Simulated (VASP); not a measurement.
# Rb (P6_3/mmc) in VASP: a series of runs, part 2 of 2

VASP 6.6.1. The steps go on from the part before.

### Step 3. Single point, PBE+D3(BJ)

The input, INCAR:

```
SYSTEM = Rb
PREC = Accurate ; ENCUT = 520
EDIFF = 1E-6 ; ISMEAR = 0
SIGMA = 0.1 ; LREAL = .FALSE.
LASPH = .TRUE. ; NELM = 80
ALGO = Fast ; ISIF = 2
LWAVE = .FALSE. ; LCHARG = .FALSE.
GGA = PE ; IVDW = 12
NBANDS = 26
```

The input, KPOINTS:

```
Automatic mesh
0
G
  12 12 4
  0 0 0
```

The input, POSCAR:

```
Rb
1.0
    4.9620402030      0.0000000000      0.0000000000
   -2.4810201015      4.2972528704      0.0000000000
    0.0000000000      0.0000000000     16.1044624956
Rb
4
Direct
    0.0000000000      0.0000000000      0.0000000000
    0.3333333333      0.6666666667      0.7500000000
    0.0000000000      0.0000000000      0.5000000000
    0.6666666667      0.3333333333      0.2500000000
```

Potentials or basis: VASP PAW PBE potentials, release 64 (Rb_sv).

On the command line:

```sh
$ cat potpaw_PBE.64/Rb_sv/POTCAR > POTCAR
$ mpirun -np 1 vasp_std > vasp.out
```

OUTCAR:

```text
SYSTEM = Rb
   PREC = Accurate
   ENCUT = 520
   EDIFF = 1E-6
   ISMEAR = 0
   LREAL = .FALSE.
   LASPH = .TRUE.
   NELM = 80
   ISIF = 2
   GGA = PE
   IVDW = 12
 IVDW          = 12

 ion  position               nearest neighbor table
   1  0.000  0.000  0.000-   2 4.94   4 4.94   4 4.94   2 4.94   4 4.94   2 4.94
   2  0.333  0.667  0.750-   1 4.94   3 4.94   1 4.94   3 4.94   1 4.94   3 4.94
   3  0.000  0.000  0.500-   2 4.94   4 4.94   4 4.94   2 4.94   4 4.94   2 4.94
   4  0.667  0.333  0.250-   1 4.94   3 4.94   1 4.94   3 4.94   1 4.94   3 4.94

  LATTYP: Found a hexagonal cell.
 ALAT       =     4.9620402030
 C/A-ratio  =     3.2455324497

  Lattice vectors:

 A1 = (   4.9620402030,   0.0000000000,   0.0000000000)
 A2 = (  -2.4810201015,   4.2972528704,   0.0000000000)
 A3 = (   0.0000000000,   0.0000000000,  16.1044624956)

Analysis of symmetry for initial positions (statically):
=====================================================================
 Subroutine PRICEL returns:
 Original cell was already a primitive cell.

 Routine SETGRP: Setting up the symmetry group for a
 hexagonal supercell.

 Subroutine GETGRP returns: Found 24 space group operations
 (whereof 12 operations were pure point group operations)
 out of a pool of 24 trial point group operations.

The static configuration has the point symmetry D_3d.
 The point group associated with its full space group is D_6h.

Analysis of symmetry for dynamics (positions and initial velocities):
=====================================================================
 Subroutine PRICEL returns:
 Original cell was already a primitive cell.

 Routine SETGRP: Setting up the symmetry group for a
 hexagonal supercell.

 Subroutine GETGRP returns: Found 24 space group operations
 (whereof 12 operations were pure point group operations)
 out of a pool of 24 trial point group operations.

The dynamic configuration has the point symmetry D_3d.
 The point group associated with its full space group is D_6h.

 Subroutine INISYM returns: Found 24 space group operations
 (whereof 12 operations are pure point group operations),
 and found     1 'primitive' translations

----------------------------------------------------------------------------------------

                                     Primitive cell

  volume of cell :     343.3977

  direct lattice vectors                    reciprocal lattice vectors
     4.962040203  0.000000000  0.000000000     0.201530008  0.116353404  0.000000000
    -2.481020101  4.297252870  0.000000000     0.000000000  0.232706808  0.000000000
     0.000000000  0.000000000 16.104462496     0.000000000  0.000000000  0.062094590

  length of vectors
     4.962040203  4.962040203 16.104462496     0.232706808  0.232706808  0.062094590

  position of ions in fractional coordinates (direct lattice)
     0.000000000  0.000000000  0.000000000
     0.333333333  0.666666667  0.750000000
     0.000000000  0.000000000  0.500000000
     0.666666667  0.333333333  0.250000000

  ion indices of the primitive-cell ions
   primitive index   ion index
                 1           1
                 2           2
                 3           3
                 4           4

----------------------------------------------------------------------------------------

 KPOINTS: Automatic mesh

Automatic generation of k-mesh.
 Grid dimensions read from file:
 generate k-points for:   12   12    4

 Generating k-lattice:

  Cartesian coordinates                     Fractional coordinates (reciprocal lattice)
     0.016794167  0.009696117  0.000000000     0.083333333  0.000000000  0.000000000
     0.000000000  0.019392234  0.000000000     0.000000000  0.083333333  0.000000000
     0.000000000  0.000000000  0.015523648     0.000000000  0.000000000  0.250000000

  Length of vectors
     0.019392234  0.019392234  0.015523648

  Shift w.r.t. Gamma in fractional coordinates (k-lattice)
     0.000000000  0.000000000  0.000000000

 Subroutine IBZKPT returns following result:
 ===========================================

 Found     57 irreducible k-points:

 Following reciprocal coordinates:
            Coordinates               Weight
  0.000000  0.000000  0.000000      1.000000
  0.083333 -0.000000  0.000000      6.000000
  0.166667  0.000000  0.000000      6.000000
  0.250000 -0.000000  0.000000      6.000000
  0.333333 -0.000000  0.000000      6.000000
  0.416667 -0.000000  0.000000      6.000000
[... 16 lines left out ...]
  0.250000 -0.000000  0.250000     12.000000
  0.333333 -0.000000  0.250000     12.000000
 [... further k-points ...]
   k-points           NKPTS =     57   k-points in BZ     NKDIM =     57   number of bands    NBANDS=     26
   number of dos      NEDOS =    301   number of ions     NIONS =      4
   total plane-waves  NPLWV = 192000
   dimension x,y,z NGX =    40 NGY =   40 NGZ =  120
   dimension x,y,z NGXF=    80 NGYF=   80 NGZF=  240
   ions per type =               4
   NGX,Y,Z   is equivalent  to a cutoff of  13.40, 13.40, 12.39 a.u.
   NGXF,Y,Z  is equivalent  to a cutoff of  26.80, 26.80, 24.78 a.u.
 SYSTEM =  Rb
   PREC   = accura    normal or accurate (medium, high low for compatibility)
   ISTART =      0    job   : 0-new  1-cont  2-samecut
   ICHARG =      2    charge: 1-file 2-atom 10-const
   ISPIN  =      1    spin polarized calculation?
   LNONCOLLINEAR =      F non collinear calculations
   LSORBIT =      F    spin-orbit coupling
   LASPH  =      T    aspherical Exc in radial PAW
   ENCUT  =  520.0 eV  38.22 Ry    6.18 a.u.   9.23  9.23 29.94*2*pi/ulx,y,z
   NELM   =     80;   NELMIN=  2; NELMDL= -5     # of ELM steps
   EDIFF  = 0.1E-05   stopping-criterion for ELM
   LREAL  =      F    real-space projection
[... 7 lines left out ...]
   TEBEG  =    0.0;   TEEND  =   0.0 temperature during run
   PSTRESS=    0.0 pullay stress
   NELECT =      36.0000    total number of electrons
   NUPDOWN=      -1.0000    fix difference up-down
   EMIN   =  10.00;   EMAX   =-10.00  energy-range for DOS
   EFERMI =   0.00;   METHOD = LEGACY
   ISMEAR =     0;   SIGMA  =   0.10  broadening in eV -4-tet -1-fermi 0-gaus
   EFERMI_NEDOS =   21; number of points for ismear=-14 and -15
   IALGO  =     68    algorithm
   IMIX   =      4    mixing-type and parameters
     AMIX     =   0.40;   BMIX     =  1.00
     AMIX_MAG =   1.60;   BMIX_MAG =  1.00
  volume/ion in A,a.u.               =      85.85       579.34
  Fermi-wavevector in a.u.,A,eV,Ry     =   0.771928  1.458731  8.107332  0.595872
  Thomas-Fermi vector in A             =   1.873450
   LORBIT       =      0    0 simple, 1 ext, 2 COOP (PROOUT), +10 PAW based schemes
   GGA     = PE    functional components
   LHFCALC =     F    Hartree Fock is set to
   AEXX    =    0.0000 exact exchange contribution
   IVDW    =    12    specifies the selected vdW correction
   LEPSILON=     F    determine dielectric tensor
   LRPA    =     F    only Hartree local field effects (RPA)
 non-spin polarized calculation
 RMM-DIIS sequential band-by-band and
 Gauss-broadening in eV      SIGMA  =   0.10
  energy-cutoff  :      520.00
  volume of cell :      343.40
 maximum number of plane-waves:      9274
 NGX is ok and might be reduce to    40
   NGX = 19   NGY = 19   NGZ = 59

 number of electron      36.0000000 magnetization

 Free energy of the ion-electron system (eV)
  ---------------------------------------------------
  ext. energy  EPLUGINS =         0.00000000
  ---------------------------------------------------
  free energy    TOTEN  =        -3.74670602 eV

  energy without entropy =       -3.73113377  energy(sigma->0) =       -3.73891990

 E-fermi :   0.1427     XC(G=0):  -5.6076

 val. band max:        0.1198912456   @ k =   0.2500  -0.0000   0.5000
 cond. band min:       0.1518559757   @ k =   0.2500   0.2500   0.2500
 fundamental gap:      0.0319647300
 Fermi energy:         0.1427497920

 k-point     1 :       0.0000    0.0000    0.0000
  band No.  band energies     occupation
      1     -28.7219      2.00000
      2     -28.7196      2.00000
      3     -28.7189      2.00000
      4     -28.7167      2.00000
      5     -12.8760      2.00000
      6     -12.8187      2.00000
[... 18 lines left out ...]
     25       3.6113      0.00000
     26       3.6822      0.00000
[... 644 lines left out ...]
      4     -28.7154      2.00000
      5     -12.8557      2.00000
      6     -12.8479      2.00000
[... 18 lines left out ...]
     25       2.3365      0.00000
     26       2.4727      0.00000

 [... further k-points ...]

------------------------ aborting loop because EDIFF is reached ----------------------------------------

 Edisp (eV)   -0.42899

 E8    (eV) :    -0.2453

  FORCE on cell =-STRESS in cart. coord.  units (eV):
  Direction    XX          YY          ZZ          XY          YZ          ZX
  --------------------------------------------------------------------------------------
  -------------------------------------------------------------------------------------
  Total      -0.00514    -0.00514    -0.00638     0.00000     0.00000    -0.00000
  in kB      -0.02399    -0.02399    -0.02976     0.00000     0.00000    -0.00000
  external pressure =       -0.03 kB  Pullay stress =        0.00 kB

 VOLUME and BASIS-vectors are now :
 -----------------------------------------------------------------------------
  energy-cutoff  :      520.00
  volume of cell :      343.40
      direct lattice vectors                 reciprocal lattice vectors
     4.962040203  0.000000000  0.000000000     0.201530008  0.116353404  0.000000000
    -2.481020101  4.297252870  0.000000000     0.000000000  0.232706808  0.000000000
     0.000000000  0.000000000 16.104462496     0.000000000  0.000000000  0.062094590

 POSITION                                       TOTAL-FORCE (eV/Angst)
 -----------------------------------------------------------------------------------
      0.00000      0.00000      0.00000         0.000000      0.000000      0.000000
     -0.00000      2.86484     12.07835        -0.000000      0.000000      0.000000
      0.00000      0.00000      8.05223         0.000000      0.000000      0.000000
      2.48102      1.43242      4.02612         0.000000     -0.000000     -0.000000
 -----------------------------------------------------------------------------------
    total drift:                                0.000000     -0.000000      0.000000

  FREE ENERGIE OF THE ION-ELECTRON SYSTEM (eV)
  ---------------------------------------------------
  free  energy   TOTEN  =        -4.1757004236 eV

  energy  without entropy=       -4.1601281730  energy(sigma->0) =       -4.16791430
```

stdout:

```text
POSCAR found type information on POSCAR Rb
 POSCAR found :  1 types and       4 ions
 scaLAPACK will be used
 LDA part: xc-table for (Slater+PW92), standard interpolation
 POSCAR, INCAR and KPOINTS ok, starting setup
 FFT: planning ... GRIDC
 FFT: planning ... GRID_SOFT
 FFT: planning ... GRID
 WAVECAR not read
 entering main loop
WARNING in EDDRMM: call to ZHEGV failed, returncode =   8  4     18
WARNING in EDDRMM: call to ZHEGV failed, returncode =   6  3     17
WARNING in EDDRMM: call to ZHEGV failed, returncode =   6  3     17
```

Wall time 17 min (1 thread of Intel Xeon Platinum 8488C (Sapphire Rapids), shared host); peak memory 0.66 GiB.

Results:

| Quantity | Value |
| --- | --- |
| Free energy | -4.1757 eV |
| Pressure | 0.0 GPa |
| Band gap on the k mesh | zero (bands 18 and 19 overlap by 2.18 eV) |
| Dispersion energy per atom | -0.107 eV |

The gap in the log of VASP goes by the Fermi energy; the results here count the filled bands.